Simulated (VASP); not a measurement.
# SiNi (P2_1/m) in VASP: single point with PBE

Aim: the single point of SiNi with PBE.

Program: VASP 6.6.1. These are calculated values, not measurements. Logs are shortened: lines on timing, memory, paths and dates and some standing lists are left out, and cuts for length are marked.

**1. The cell of the first run**

It takes space group P2_1/m (No. 11, monoclinic). Conventional cell: a = 3.055 Å, b = 3.258 Å, c = 14.158 Å, α = 90.00°, β = 93.71°, γ = 90.00°. Within 3.3 Å of Si (site symmetry m) lie 7 Ni at 2.35 to 3.18 Å and 8 Si at 2.68 to 3.26 Å. Si (site symmetry m) has 6 Ni at 2.35 to 2.40 Å and 6 Si at 2.68 to 3.06 Å within 3.1 Å. Within 3.1 Å of Si (site symmetry m) lie 6 Ni at 2.35 to 2.40 Å and 6 Si at 2.68 to 3.06 Å. Within 3.3 Å of Ni (site symmetry m) lie 8 Ni at 2.29 to 3.29 Å and 7 Si at 2.35 to 3.18 Å. Within 3.1 Å of Ni (site symmetry m) lie 6 Si at 2.35 to 2.40 Å and 6 Ni at 2.68 to 3.06 Å. Ni (site symmetry m) has 6 Si at 2.35 to 2.40 Å and 6 Ni at 2.68 to 3.06 Å within 3.1 Å.

**2. Single point, PBE (the part above a cut slid along it)**

INCAR

```
  ALGO = Fast
  EDIFF = 1E-6
  ENCUT = 520
  GGA = PE
  ISIF = 2
  ISMEAR = 0
  KPAR = 4
  LASPH = True
  LCHARG = False
  LREAL = False
  LWAVE = False
  NBANDS = 54
  NELM = 100
  PREC = Accurate
  SIGMA = 0.15
```

KPOINTS

```
k-points
0
Gamma
  15 14 4
```

POSCAR

```
SiNi
1.0
   -3.0552835563      0.0000000000      0.0000000000
    0.0000000000     -3.2583147307      0.0000000000
   -0.9165850669      0.0000000000     14.1281698886
Si Ni
6 6
Direct
    0.4656767275      0.5000000000      0.1144109083
    0.3656767275      0.5000000000      0.4477442417
    0.2656767275      0.5000000000      0.7810775750
   -0.2656867275      0.0000000000      0.8856224250
   -0.0656867275      0.0000000000      0.2189557583
   -0.1656867275      0.0000000000      0.5522890917
    0.2157644020      0.5000000000      0.9474519933
    0.4157644020      0.5000000000      0.2807853267
    0.3157644020      0.5000000000      0.6141186600
   -0.0157744020      0.0000000000      0.0525813400
   -0.1157744020      0.0000000000      0.3859146733
   -0.2157744020      0.0000000000      0.7192480067
```

Potentials or basis: VASP PAW PBE potentials, release 64 (Si, Ni).

The run is started by

```console
cat potpaw_PBE.64/Si/POTCAR potpaw_PBE.64/Ni/POTCAR > POTCAR
mpirun -np 4 vasp_std > vasp.out
```

OUTCAR:

```text
EDIFF = 1E-6
   ENCUT = 520
   GGA = PE
   ISIF = 2
   ISMEAR = 0
   LASPH = True
   LREAL = False
   NELM = 100
   PREC = Accurate

 ion  position               nearest neighbor table
   1  0.466  0.500  0.114-   8 2.35  10 2.40  10 2.40  10 2.40  10 2.40   7 2.53   5 2.68   5 2.68
                             5 2.68   5 2.68
   2  0.366  0.500  0.448-   9 2.35   8 2.36  11 2.40  11 2.40  11 2.40  11 2.40   6 2.68   6 2.68
                             6 2.68   6 2.68
   3  0.266  0.500  0.781-   7 2.35   9 2.36  12 2.40  12 2.40  12 2.40  12 2.40   4 2.68   4 2.68
                             4 2.68   4 2.68
   4  0.734  0.000  0.886-  12 2.35   7 2.40   7 2.40   7 2.40   7 2.40  10 2.53   3 2.68   3 2.68
                             3 2.68   3 2.68
   5  0.934  0.000  0.219-  10 2.35  11 2.36   8 2.40   8 2.40   8 2.40   8 2.40   1 2.68   1 2.68
                             1 2.68   1 2.68
   6  0.834  0.000  0.552-  11 2.35  12 2.36   9 2.40   9 2.40   9 2.40   9 2.40   2 2.68   2 2.68
                             2 2.68   2 2.68
   7  0.216  0.500  0.947-  10 2.29  10 2.29   3 2.35   4 2.40   4 2.40   4 2.40   4 2.40   1 2.53

   8  0.416  0.500  0.281-   1 2.35   2 2.36   5 2.40   5 2.40   5 2.40   5 2.40  11 2.68  11 2.68
                            11 2.68  11 2.68
   9  0.316  0.500  0.614-   2 2.35   3 2.36   6 2.40   6 2.40   6 2.40   6 2.40  12 2.68  12 2.68
                            12 2.68  12 2.68
  10  0.984  0.000  0.053-   7 2.29   7 2.29   5 2.35   1 2.40   1 2.40   1 2.40   1 2.40   4 2.53

  11  0.884  0.000  0.386-   6 2.35   5 2.36   2 2.40   2 2.40   2 2.40   2 2.40   8 2.68   8 2.68
                             8 2.68   8 2.68
  12  0.784  0.000  0.719-   4 2.35   6 2.36   3 2.40   3 2.40   3 2.40   3 2.40   9 2.68   9 2.68
                             9 2.68   9 2.68

  LATTYP: Found a simple monoclinic cell.
 ALAT       =     3.0552835563
 B/A-ratio  =     1.0664524816
 C/A-ratio  =     4.6338975700
 COS(beta)  =    -0.0647403175

  Lattice vectors:

 A1 = (  -3.0552835563,   0.0000000000,   0.0000000000)
 A2 = (   0.0000000000,   3.2583147307,   0.0000000000)
 A3 = (   0.9165850669,   0.0000000000, -14.1281698886)

Analysis of symmetry for initial positions (statically):
=====================================================================
 Subroutine PRICEL returns:
 Original cell was already a primitive cell.

 Routine SETGRP: Setting up the symmetry group for a
 simple monoclinic supercell.

 Subroutine GETGRP returns: Found  4 space group operations
 (whereof  2 operations were pure point group operations)
 out of a pool of  4 trial point group operations.

The static configuration has the point symmetry C_1h.
 The point group associated with its full space group is C_2h.

Analysis of symmetry for dynamics (positions and initial velocities):
=====================================================================
 Subroutine PRICEL returns:
 Original cell was already a primitive cell.

 Routine SETGRP: Setting up the symmetry group for a
 simple monoclinic supercell.

 Subroutine GETGRP returns: Found  4 space group operations
 (whereof  2 operations were pure point group operations)
 out of a pool of  4 trial point group operations.

The dynamic configuration has the point symmetry C_1h.
 The point group associated with its full space group is C_2h.

 Subroutine INISYM returns: Found  4 space group operations
 (whereof  2 operations are pure point group operations),
 and found     1 'primitive' translations

----------------------------------------------------------------------------------------

                                     Primitive cell

  volume of cell :     140.6470

  direct lattice vectors                    reciprocal lattice vectors
    -3.055283556  0.000000000  0.000000000    -0.327301863  0.000000000 -0.021234173
     0.000000000 -3.258314731  0.000000000     0.000000000 -0.306907123  0.000000000
    -0.916585067  0.000000000 14.128169889     0.000000000  0.000000000  0.070780576

  length of vectors
     3.055283556  3.258314731 14.157871047     0.327989938  0.306907123  0.070780576

  position of ions in fractional coordinates (direct lattice)
     0.465676727  0.500000000  0.114410908
     0.365676728  0.500000000  0.447744242
     0.265676728  0.500000000  0.781077575
     0.734313273  0.000000000  0.885622425
     0.934313272  0.000000000  0.218955758
     0.834313272  0.000000000  0.552289092
     0.215764402  0.500000000  0.947451993
     0.415764402  0.500000000  0.280785327
     0.315764402  0.500000000  0.614118660
     0.984225598  0.000000000  0.052581340
     0.884225598  0.000000000  0.385914673
     0.784225598  0.000000000  0.719248007

  ion indices of the primitive-cell ions
   primitive index   ion index
                 1           1
                 2           2
                 3           3
                 4           4
                 5           5
                 6           6
                 7           7
                 8           8
                 9           9
                10          10
                11          11
                12          12

----------------------------------------------------------------------------------------

 KPOINTS: k-points

Automatic generation of k-mesh.
 Grid dimensions read from file:
 generate k-points for:   15   14    4

 Generating k-lattice:

  Cartesian coordinates                     Fractional coordinates (reciprocal lattice)
    -0.021820124  0.000000000 -0.001415612     0.066666667  0.000000000  0.000000000
     0.000000000 -0.021921937  0.000000000     0.000000000  0.071428571  0.000000000
     0.000000000  0.000000000  0.017695144     0.000000000  0.000000000  0.250000000

  Length of vectors
     0.021865996  0.021921937  0.017695144

  Shift w.r.t. Gamma in fractional coordinates (k-lattice)
     0.000000000  0.000000000  0.000000000

 Subroutine IBZKPT returns following result:
 ===========================================

 Found    248 irreducible k-points:

 Following reciprocal coordinates:
            Coordinates               Weight
  0.000000  0.000000  0.000000      1.000000
  0.066667  0.000000  0.000000      2.000000
  0.133333  0.000000  0.000000      2.000000
  0.200000  0.000000 -0.000000      2.000000
  0.266667  0.000000  0.000000      2.000000
  0.333333  0.000000  0.000000      2.000000
[... 16 lines left out ...]
  0.400000  0.142857 -0.000000      4.000000
  0.466667  0.142857  0.000000      4.000000
 [... further k-points ...]
   k-points           NKPTS =    248   k-points in BZ     NKDIM =    248   number of bands    NBANDS=     54
   number of dos      NEDOS =    301   number of ions     NIONS =     12
   total plane-waves  NPLWV =  62208
   dimension x,y,z NGX =    24 NGY =   24 NGZ =  108
   dimension x,y,z NGXF=    48 NGYF=   48 NGZF=  216
   ions per type =               6   6
   NGX,Y,Z   is equivalent  to a cutoff of  13.06, 12.25, 12.68 a.u.
   NGXF,Y,Z  is equivalent  to a cutoff of  26.12, 24.49, 25.36 a.u.
 SYSTEM =  unknown system
   PREC   = accura    normal or accurate (medium, high low for compatibility)
   ISTART =      0    job   : 0-new  1-cont  2-samecut
   ICHARG =      2    charge: 1-file 2-atom 10-const
   ISPIN  =      1    spin polarized calculation?
   LNONCOLLINEAR =      F non collinear calculations
   LSORBIT =      F    spin-orbit coupling
   LASPH  =      T    aspherical Exc in radial PAW
   ENCUT  =  520.0 eV  38.22 Ry    6.18 a.u.   5.68  6.06 26.32*2*pi/ulx,y,z
   NELM   =    100;   NELMIN=  2; NELMDL= -5     # of ELM steps
   EDIFF  = 0.1E-05   stopping-criterion for ELM
   LREAL  =      F    real-space projection
   EDIFFG = 0.1E-04   stopping-criterion for IOM
   NSW    =      0    number of steps for IOM
   IBRION =     -1    ionic relax: 0-MD 1-quasi-New 2-CG
   NFREE  =      0    steps in history (QN), initial steepest desc. (CG)
   ISIF   =      2    stress and relaxation
   ISYM   =      2    0-nonsym 1-usesym 2-fastsym
   POTIM  = 0.5000    time-step for ionic-motion
   TEBEG  =    0.0;   TEEND  =   0.0 temperature during run
   PSTRESS=    0.0 pullay stress
   NELECT =      84.0000    total number of electrons
   NUPDOWN=      -1.0000    fix difference up-down
   EMIN   =  10.00;   EMAX   =-10.00  energy-range for DOS
   EFERMI =   0.00;   METHOD = LEGACY
   ISMEAR =     0;   SIGMA  =   0.15  broadening in eV -4-tet -1-fermi 0-gaus
   EFERMI_NEDOS =   21; number of points for ismear=-14 and -15
   IALGO  =     68    algorithm
   IMIX   =      4    mixing-type and parameters
     AMIX     =   0.40;   BMIX     =  1.00
     AMIX_MAG =   1.60;   BMIX_MAG =  1.00
  volume/ion in A,a.u.               =      11.72        79.09
  Fermi-wavevector in a.u.,A,eV,Ry     =   1.378662  2.605293 25.860711  1.900709
  Thomas-Fermi vector in A             =   2.503703
   LORBIT       =      0    0 simple, 1 ext, 2 COOP (PROOUT), +10 PAW based schemes
   GGA     = PE    functional components
   LHFCALC =     F    Hartree Fock is set to
   AEXX    =    0.0000 exact exchange contribution
   IVDW    =     0    specifies the selected vdW correction
   LEPSILON=     F    determine dielectric tensor
   LRPA    =     F    only Hartree local field effects (RPA)
 non-spin polarized calculation
 RMM-DIIS sequential band-by-band and
 Gauss-broadening in eV      SIGMA  =   0.15
  energy-cutoff  :      520.00
  volume of cell :      140.65
 maximum number of plane-waves:      3822
   NGX = 11   NGY = 13   NGZ = 53

 number of electron      84.0000036 magnetization

 Free energy of the ion-electron system (eV)
  ---------------------------------------------------
  ext. energy  EPLUGINS =         0.00000000
  ---------------------------------------------------
  free energy    TOTEN  =       -70.10731668 eV

  energy without entropy =      -70.06779715  energy(sigma->0) =      -70.08755691

 E-fermi :  11.0610     XC(G=0): -12.4168

 val. band max:       11.0579763707   @ k =   0.0667   0.1429   0.5000
 cond. band min:      11.0615998731   @ k =  -0.3333   0.2857   0.2500
 fundamental gap:      0.0036235024
 Fermi energy:        11.0610253543

 k-point     1 :       0.0000    0.0000    0.0000
  band No.  band energies     occupation
      1      -2.6099      2.00000
      2      -2.1095      2.00000
      3      -2.0706      2.00000
      4       1.1492      2.00000
      5       1.2051      2.00000
      6       3.1640      2.00000
[... 46 lines left out ...]
     53      16.0238      0.00000
     54      16.0486      0.00000

 k-point     2 :       0.0667    0.0000    0.0000
  band No.  band energies     occupation
      1      -2.5403      2.00000
      2      -2.0476      2.00000
      3      -1.9976      2.00000
      4       1.1974      2.00000
      5       1.2941      2.00000
      6       3.2124      2.00000
[... 46 lines left out ...]
     53      16.4484      0.00000
     54      16.7097      0.00000

 k-point     3 :       0.1333    0.0000    0.0000
  band No.  band energies     occupation
      1      -2.3321      2.00000
      2      -1.8572      2.00000
      3      -1.7842      2.00000
      4       1.3677      2.00000
      5       1.5327      2.00000
      6       3.3515      2.00000
[... 46 lines left out ...]
     53      15.7577      0.00000
     54      16.7619      0.00000
[... 1084 lines left out ...]
 k-point    23 :       0.4000    0.1429   -0.0000
  band No.  band energies     occupation
      1       0.0843      2.00000
      2       0.4513      2.00000
      3       0.6057      2.00000
      4       2.7546      2.00000
      5       2.9315      2.00000
      6       3.1440      2.00000
[... 46 lines left out ...]
     53      15.4846      0.00000
     54      15.8035      0.00000

 k-point    24 :       0.4667    0.1429    0.0000
  band No.  band energies     occupation
      1       0.9131      2.00000
      2       1.2525      2.00000
      3       1.4177      2.00000
      4       1.8257      2.00000
      5       2.1341      2.00000
      6       2.3085      2.00000
[... 46 lines left out ...]
     53      15.2552      0.00000
     54      15.8396      0.00000

 [... further k-points ...]
[... 5 lines left out ...]
  --------------------------------------------------------------------------------------
  -------------------------------------------------------------------------------------
  Total       -0.9378753      3.6400016      1.9789243      0.0000000      0.0000000      2.8263032
  in kB      -10.6837871     41.4650029     22.5428745      0.0000000      0.0000000     32.1957740
  external PRESSURE =      17.7746967 kB  Pullay stress =       0.0000000 kB

 VOLUME and BASIS-vectors are now :
 -----------------------------------------------------------------------------
  energy-cutoff  :      520.00
  volume of cell :      140.65
      direct lattice vectors                 reciprocal lattice vectors
    -3.055283556  0.000000000  0.000000000    -0.327301863  0.000000000 -0.021234173
     0.000000000 -3.258314731  0.000000000     0.000000000 -0.306907123  0.000000000
    -0.916585067  0.000000000 14.128169889     0.000000000  0.000000000  0.070780576

 POSITION                                       TOTAL-FORCE (eV/Angst)
 -----------------------------------------------------------------------------------
     -1.52764     -1.62916      1.61642         0.088764      0.000000     -0.543518
     -1.52764     -1.62916      6.32581         0.007749      0.000000     -0.061580
     -1.52764     -1.62916     11.03520        -0.062391      0.000000      0.067199
     -3.05528      0.00000     12.51222        -0.088764      0.000000      0.543518
     -3.05528      0.00000      3.09344         0.062391      0.000000     -0.067199
     -3.05528      0.00000      7.80283        -0.007749      0.000000      0.061580
     -1.52764     -1.62916     13.38576        -0.915006      0.000000     -1.877416
     -1.52764     -1.62916      3.96698         0.052492      0.000000      0.170900
     -1.52764     -1.62916      8.67637        -0.020311      0.000000     -0.022928
     -3.05528      0.00000      0.74288         0.915006      0.000000      1.877416
     -3.05528      0.00000      5.45227         0.020311      0.000000      0.022928
     -3.05528      0.00000     10.16166        -0.052492      0.000000     -0.170900
 -----------------------------------------------------------------------------------
    total drift:                                0.000068     -0.000000     -0.000017

  FREE ENERGIE OF THE ION-ELECTRON SYSTEM (eV)
  ---------------------------------------------------
  free  energy   TOTEN  =       -70.1073166776 eV

  energy  without entropy=      -70.0677971511  energy(sigma->0) =      -70.08755691
```

Wall time 19 min (4 MPI ranks of Oxide Virtual Turin-like, shared host); peak memory 1.2 GiB.

Results:

```yaml
Free_energy: -70.1073 eV
Pressure: 1.8 GPa
Largest_force: 2.089 eV/Å
Band_gap_on_the_k_mesh: zero (bands 42 and 43 overlap by 2.09 eV)
```

Forces in eV/Å, atoms in the order of the input:
```
Si   0.089  0.000 -0.544
Si   0.008  0.000 -0.062
Si  -0.062  0.000  0.067
Si  -0.089  0.000  0.544
Si   0.062  0.000 -0.067
Si  -0.008  0.000  0.062
Ni  -0.915  0.000 -1.877
Ni   0.052  0.000  0.171
Ni  -0.020  0.000 -0.023
Ni   0.915  0.000  1.877
Ni   0.020  0.000  0.023
Ni  -0.052  0.000 -0.171
```

Levels at points of the mesh, in eV from the Fermi level:
```
           k point  band 38  band 39  band 40  band 41  band 42  band 43  band 44  band 45  band 46  band 47
(0.00, 0.00, 0.00)    -0.82     0.45     0.52     0.63     0.65     0.91     1.35     2.23     2.79     2.98
(0.00, 0.50, 0.00)    -1.94    -1.83    -1.83    -1.63    -1.63     1.45     1.45     3.76     3.76     3.86
(0.00, 0.00, 0.50)    -0.96    -0.38    -0.37     0.82     1.50     1.60     2.00     2.22     2.33     2.81
(0.00, 0.50, 0.50)    -1.91    -1.86    -1.86    -1.62    -1.62     2.02     2.02     2.22     2.22     4.53
```

Caveat: the cell differs from its parent crystal (the part above a cut slid along it); the stress differs along the axes, from -1 to 4 GPa; forces of over 1 eV/Å act on the atoms, so gaps and moduli don't describe the material at rest. Spin polarisation is off, so any magnetic state and its effect on volume and gap are missing.
